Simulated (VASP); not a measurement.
# MnSi15 (F-43m) in VASP: single point with PBEsol+U

Aim: the single point of MnSi15 with PBEsol+U.

Program: VASP 6.6.1. These are calculated values, not measurements. Logs are shortened: lines on timing, memory, paths and dates and some standing lists are left out, and cuts for length are marked.

## 1. The cell of the first run

Symmetry: F-43m, No. 216, cubic system. The conventional cell has a = 10.874 Å, b = 10.874 Å, c = 10.874 Å, α = 90.00°, β = 90.00°, γ = 90.00°. Within 3.2 Å of Mn (site symmetry -43m) lie 4 Si at 2.43 Å. Within 3.1 Å of Si (site symmetry 2mm) lie 4 Si at 2.33 to 2.35 Å. Si (site symmetry -43m) has 4 Si at 2.35 Å within 3.1 Å. Si (site symmetry 3m) has 3 Si at 2.33 Å and 1 Mn at 2.43 Å within 3.1 Å. Within 3.1 Å of Si (site symmetry 3m) lie 4 Si at 2.35 Å.

## 2. Single point, PBEsol+U, collinear spin, ferromagnetic start

The input, INCAR:

```
SYSTEM = MnSi15
  ALGO = Normal
  EDIFF = 1E-6
  ENCUT = 520
  GGA = PS
  ISIF = 2
  ISMEAR = 0
  ISPIN = 2
  LASPH = .True.
  LCHARG = .False.
  LDAU = .True.
  LDAUJ = 0 0
  LDAUL = 2 -1
  LDAUPRINT = 1
  LDAUTYPE = 2
  LDAUU = 5.5 0
  LMAXMIX = 4
  LORBIT = 11
  LREAL = Auto
  LWAVE = .False.
  MAGMOM = 3 0 0 0 0 0 0 0 0 0 0 0 0 0 0 0
  NBANDS = 54
  NELM = 150
  PREC = Accurate
  SIGMA = 0.05
```

The input, KPOINTS:

```
k-points
0
Gamma
  3 3 3
  0 0 0
```

The input, POSCAR:

```
MnSi15
1.0
    0.0000000000      5.4370000000      5.4370000000
    5.4370000000      0.0000000000      5.4370000000
    5.4370000000      5.4370000000      0.0000000000
Mn Si
1 15
Direct
    0.0000000000      1.0000000000      1.0000000000
    0.9996156210      0.9996156210      0.5003843790
    0.9996156210      0.5003843790      0.9996156210
    0.9996156210      0.5003843790      0.5003843790
    0.5003843790      0.9996156210      0.9996156210
    0.5003843790      0.9996156210      0.5003843790
    0.5003843790      0.5003843790      0.9996156210
    0.5000000000      0.5000000000      0.5000000000
    0.1288894793      0.1288894793      0.1288894793
    0.1288894793      0.1288894793      0.6133315620
    0.1288894793      0.6133315620      0.1288894793
    0.1256551594      0.6247816135      0.6247816135
    0.6133315620      0.1288894793      0.1288894793
    0.6247816135      0.1256551594      0.6247816135
    0.6247816135      0.6247816135      0.1256551594
    0.6247816135      0.6247816135      0.6247816135
```

Potentials or basis: VASP PAW PBE potentials, release 64 (Mn_pv, Si).

The run is started by

```
> cat potpaw_PBE.64/Mn_pv/POTCAR potpaw_PBE.64/Si/POTCAR > POTCAR
> mpirun -np 1 vasp_std > vasp.out
```

OUTCAR:

```text
SYSTEM = MnSi15
   EDIFF = 1E-6
   ENCUT = 520
   GGA = PS
   ISIF = 2
   ISMEAR = 0
   ISPIN = 2
   LASPH = .True.
   LORBIT = 11
   LREAL = Auto
   NELM = 150
   PREC = Accurate

 ion  position               nearest neighbor table
   1  0.000  0.000  0.000-   9 2.43  10 2.43  11 2.43  13 2.43
   2  1.000  1.000  0.500-  10 2.33   9 2.33  12 2.35  14 2.35
   3  1.000  0.500  1.000-  11 2.33   9 2.33  12 2.35  15 2.35
   4  1.000  0.500  0.500-  10 2.33  11 2.33  12 2.35  16 2.35
   5  0.500  1.000  1.000-  13 2.33   9 2.33  14 2.35  15 2.35
   6  0.500  1.000  0.500-  10 2.33  13 2.33  14 2.35  16 2.35
[... 8 lines left out ...]
  15  0.625  0.625  0.126-   8 2.35   7 2.35   3 2.35   5 2.35
  16  0.625  0.625  0.625-   8 2.35   6 2.35   7 2.35   4 2.35

  LATTYP: Found a face centered cubic cell.
 ALAT       =    10.8740000000

  Lattice vectors:

 A1 = (   0.0000000000,   5.4370000000,   5.4370000000)
 A2 = (   5.4370000000,   0.0000000000,   5.4370000000)
 A3 = (   5.4370000000,   5.4370000000,   0.0000000000)

Analysis of symmetry for initial positions (statically):
=====================================================================
 Subroutine PRICEL returns:
 Original cell was already a primitive cell.

 Routine SETGRP: Setting up the symmetry group for a
 face centered cubic supercell.

 Subroutine GETGRP returns: Found 24 space group operations
 (whereof 24 operations were pure point group operations)
 out of a pool of 48 trial point group operations.

The static configuration has the point symmetry T_d .

Analysis of symmetry for dynamics (positions and initial velocities):
=====================================================================
 Subroutine PRICEL returns:
 Original cell was already a primitive cell.

 Routine SETGRP: Setting up the symmetry group for a
 face centered cubic supercell.

 Subroutine GETGRP returns: Found 24 space group operations
 (whereof 24 operations were pure point group operations)
 out of a pool of 48 trial point group operations.

The dynamic configuration has the point symmetry T_d .

Analysis of structural, dynamic, and magnetic symmetry:
=====================================================================
 Subroutine PRICEL returns:
 Original cell was already a primitive cell.

 Routine SETGRP: Setting up the symmetry group for a
 face centered cubic supercell.

 Subroutine GETGRP returns: Found 24 space group operations
 (whereof 24 operations were pure point group operations)
 out of a pool of 48 trial point group operations.

The overall configuration has the point symmetry T_d .

 Subroutine INISYM returns: Found 24 space group operations
 (whereof 24 operations are pure point group operations),
 and found     1 'primitive' translations

----------------------------------------------------------------------------------------

                                     Primitive cell

  volume of cell :     321.4460

  direct lattice vectors                    reciprocal lattice vectors
     0.000000000  5.437000000  5.437000000    -0.091962479  0.091962479  0.091962479
     5.437000000  0.000000000  5.437000000     0.091962479 -0.091962479  0.091962479
     5.437000000  5.437000000  0.000000000     0.091962479  0.091962479 -0.091962479

  length of vectors
     7.689079139  7.689079139  7.689079139     0.159283687  0.159283687  0.159283687

  position of ions in fractional coordinates (direct lattice)
     0.000000000  0.000000000  0.000000000
     0.999615621  0.999615621  0.500384379
     0.999615621  0.500384379  0.999615621
     0.999615621  0.500384379  0.500384379
     0.500384379  0.999615621  0.999615621
     0.500384379  0.999615621  0.500384379
[... 8 lines left out ...]
     0.624781613  0.624781613  0.125655159
     0.624781613  0.624781613  0.624781613
[... 99 lines left out ...]
   GGA     = PS    functional components
   LHFCALC =     F    Hartree Fock is set to
   AEXX    =    0.0000 exact exchange contribution
   IVDW    =     0    specifies the selected vdW correction
   LEPSILON=     F    determine dielectric tensor
   LRPA    =     F    only Hartree local field effects (RPA)
 spin polarized calculation
 Gauss-broadening in eV      SIGMA  =   0.05
  energy-cutoff  :      520.00
  volume of cell :      321.45
 maximum number of plane-waves:      8682
 NGX is ok and might be reduce to    60
   NGX = 29   NGY = 29   NGZ = 29

atom =   1  type =  1  l = 2

 onsite density matrix

spin component  1

  0.9021  0.0000 -0.0000 -0.0000 -0.0000
  0.0000  0.9021  0.0000 -0.0000  0.0000
 -0.0000  0.0000  0.9209  0.0000  0.0000
 -0.0000 -0.0000  0.0000  0.9021 -0.0000
 -0.0000  0.0000  0.0000 -0.0000  0.9209

spin component  2

  0.1055 -0.0000  0.0000  0.0000 -0.0000
 -0.0000  0.1055  0.0000 -0.0000  0.0000
  0.0000  0.0000  0.0161  0.0000  0.0000
  0.0000 -0.0000  0.0000  0.1055  0.0000
 -0.0000  0.0000  0.0000  0.0000  0.0161

 occupancies and eigenvectors

  o =  0.0161  v =  0.0000  0.0000  0.0000  0.0000  0.0000  0.0000 -0.0000  0.9999 -0.0000 -0.0161      0.0000  0.0000  0.0000  0.0000  0.0000  0.0000  0.0000  0.0000  0.0000  0.0000
  o =  0.0161  v =  0.0000  0.0000  0.0000  0.0000  0.0000  0.0000 -0.0000  0.0161 -0.0000  0.9999      0.0000  0.0000  0.0000  0.0000  0.0000  0.0000  0.0000  0.0000  0.0000  0.0000
  o =  0.1055  v =  0.0000  0.0000  0.0000  0.0000  0.0000  0.0000  0.2023  0.0000  0.9793  0.0000      0.0000  0.0000  0.0000  0.0000  0.0000  0.0000  0.0000  0.0000  0.0000  0.0000
  o =  0.1055  v =  0.0000  0.0000  0.0000  0.0000  0.0000  0.0000  0.9793 -0.0000 -0.2023  0.0000      0.0000  0.0000  0.0000  0.0000  0.0000  0.0000  0.0000  0.0000  0.0000  0.0000
  o =  0.1055  v =  0.0000  0.0000  0.0000  0.0000  0.0000  1.0000  0.0000  0.0000  0.0000  0.0000      0.0000  0.0000  0.0000  0.0000  0.0000  0.0000  0.0000  0.0000  0.0000  0.0000
  o =  0.9021  v =  1.0000  0.0000  0.0000  0.0000  0.0000  0.0000  0.0000  0.0000  0.0000  0.0000      0.0000  0.0000  0.0000  0.0000  0.0000  0.0000  0.0000  0.0000  0.0000  0.0000
  o =  0.9021  v =  0.0000  0.4850 -0.0000  0.8745 -0.0000  0.0000  0.0000  0.0000  0.0000  0.0000      0.0000  0.0000  0.0000  0.0000  0.0000  0.0000  0.0000  0.0000  0.0000  0.0000
  o =  0.9021  v =  0.0000  0.8745  0.0000 -0.4850  0.0000  0.0000  0.0000  0.0000  0.0000  0.0000      0.0000  0.0000  0.0000  0.0000  0.0000  0.0000  0.0000  0.0000  0.0000  0.0000
  o =  0.9209  v =  0.0000 -0.0000  1.0000  0.0000  0.0004  0.0000  0.0000  0.0000  0.0000  0.0000      0.0000  0.0000  0.0000  0.0000  0.0000  0.0000  0.0000  0.0000  0.0000  0.0000
  o =  0.9209  v =  0.0000 -0.0000 -0.0004  0.0000  1.0000  0.0000  0.0000  0.0000  0.0000  0.0000      0.0000  0.0000  0.0000  0.0000  0.0000  0.0000  0.0000  0.0000  0.0000  0.0000

 number of electron      73.0000017 magnetization       3.8146296

 Free energy of the ion-electron system (eV)
  ---------------------------------------------------
  ext. energy  EPLUGINS =         0.00000000
  ---------------------------------------------------
  free energy    TOTEN  =       -90.53683720 eV

  energy without entropy =      -90.52239500  energy(sigma->0) =      -90.52961610

 E-fermi :   5.6276     XC(G=0):  -9.6009

 val. band max:        5.6134248566   @ k =  -0.3333   0.3333   0.0000
 cond. band min:       5.6453833089   @ k =   0.0000   0.0000   0.0000
 fundamental gap:      0.0319584523
 Fermi energy:         5.6275624467

 spin component 1

 k-point     1 :       0.0000    0.0000    0.0000
  band No.  band energies     occupation
      1     -44.6957      1.00000
      2     -44.6957      1.00000
      3     -44.6957      1.00000
      4      -6.1903      1.00000
      5      -3.9927      1.00000
      6      -3.9927      1.00000
[... 193 lines left out ...]
     47       9.0697      0.00000
     48       9.1080      0.00000
 Fermi energy:         5.6275624467

 spin component 2

 k-point     1 :       0.0000    0.0000    0.0000
  band No.  band energies     occupation
      1     -40.2511      1.00000
      2     -40.2511      1.00000
      3     -40.2511      1.00000
      4      -6.2075      1.00000
      5      -4.0014      1.00000
      6      -4.0014      1.00000
[... 193 lines left out ...]
     47       9.1201      0.00000
     48       9.1834      0.00000
 [bands above 48 left out]

------------------------ aborting loop because EDIFF is reached ----------------------------------------

  FORCE on cell =-STRESS in cart. coord.  units (eV):
  Direction    XX          YY          ZZ          XY          YZ          ZX
  --------------------------------------------------------------------------------------
  -------------------------------------------------------------------------------------
  Total        4.0189131      4.0189131      4.0189131      0.0000000      0.0000000      0.0000000
  in kB       20.0313955     20.0313955     20.0313955      0.0000000      0.0000000      0.0000000
  external PRESSURE =      20.0313955 kB  Pullay stress =       0.0000000 kB

 VOLUME and BASIS-vectors are now :
 -----------------------------------------------------------------------------
  energy-cutoff  :      520.00
  volume of cell :      321.45
      direct lattice vectors                 reciprocal lattice vectors
     0.000000000  5.437000000  5.437000000    -0.091962479  0.091962479  0.091962479
     5.437000000  0.000000000  5.437000000     0.091962479 -0.091962479  0.091962479
     5.437000000  5.437000000  0.000000000     0.091962479  0.091962479 -0.091962479

 POSITION                                       TOTAL-FORCE (eV/Angst)
 -----------------------------------------------------------------------------------
      0.00000      0.00000      0.00000        -0.000000     -0.000000     -0.000000
      8.15550      8.15550     10.86982        -0.000000     -0.000000      0.009488
      8.15550     10.86982      8.15550        -0.000000      0.009488      0.000000
      5.44118      8.15550      8.15550        -0.009488     -0.000000      0.000000
     10.86982      8.15550      8.15550         0.009488     -0.000000      0.000000
      8.15550      5.44118      8.15550        -0.000000     -0.009488      0.000000
[... 8 lines left out ...]
      4.08012      4.08012      6.79388        -0.006143     -0.006143      0.006143
      6.79388      6.79388      6.79388         0.006143      0.006143      0.006143
 -----------------------------------------------------------------------------------
    total drift:                               -0.000001     -0.000001     -0.000001

  FREE ENERGIE OF THE ION-ELECTRON SYSTEM (eV)
  ---------------------------------------------------
  free  energy   TOTEN  =       -90.5368372033 eV

  energy  without entropy=      -90.5223949956  energy(sigma->0) =      -90.52961610

 total charge

# of ion       s       p       d       tot
------------------------------------------
    1        0.395   6.270   4.878  11.544
    2        0.755   0.933   0.000   1.688
    3        0.755   0.933   0.000   1.688
    4        0.755   0.933   0.000   1.688
    5        0.755   0.933   0.000   1.688
    6        0.755   0.933   0.000   1.688
[... 8 lines left out ...]
   15        0.753   0.936   0.000   1.689
   16        0.753   0.936   0.000   1.689
--------------------------------------------------
tot         11.794  20.293   4.878  36.965

 magnetization (x)

# of ion       s       p       d       tot
------------------------------------------
    1        0.043   0.008   4.190   4.241
    2        0.003  -0.001   0.000   0.001
    3        0.003  -0.001   0.000   0.001
    4        0.003  -0.001   0.000   0.001
    5        0.003  -0.001   0.000   0.001
    6        0.003  -0.001   0.000   0.001
[... 8 lines left out ...]
   15       -0.000  -0.001   0.000  -0.001
   16       -0.000  -0.001   0.000  -0.001
--------------------------------------------------
tot          0.019  -0.320   4.190   3.890
```

Run time: 4.1 min. Hardware: 1 thread of Intel Xeon Platinum 8259CL at 2.50GHz (Skylake/Cascade Lake), shared host; peak memory 0.67 GiB.

What came out:

* Free energy: -90.5368 eV
* Pressure: 2.0 GPa
* Largest force: 0.276 eV/Å
* Net moment: 3.81 μB per cell
* Site moments: Mn +4.24; Si +0.00, -0.09, -0.00 (each value once) μB
* Valence electrons inside the program's atomic spheres: Mn 11.54; Si 1.69, 1.71 (each value once)

Forces on the atoms (eV/Å):
```
Mn   0.000  0.000  0.000
Si   0.000  0.000  0.009
Si   0.000  0.009  0.000
Si  -0.009  0.000  0.000
Si   0.009  0.000  0.000
Si   0.000 -0.009  0.000
Si   0.000  0.000 -0.009
Si   0.000  0.000  0.000
Si   0.160  0.160  0.160
Si  -0.160 -0.160  0.160
Si  -0.160  0.160 -0.160
Si   0.006 -0.006 -0.006
Si   0.160 -0.160 -0.160
Si  -0.006  0.006 -0.006
Si  -0.006 -0.006  0.006
Si   0.006  0.006  0.006
```

Eigenvalues of the final occupation matrices:
```csv
site,spin,trace,eigenvalues
site 1 d,1,4.55,0.90 0.90 0.90 0.92 0.92
site 1 d,2,0.35,0.02 0.02 0.11 0.11 0.11
```

Caveat: the PAW data sets were made with another functional, which shifts forces and pressure a little; the U is typed as a test and isn't derived for this compound. The state reached can hang on the start; a lower one may exist.
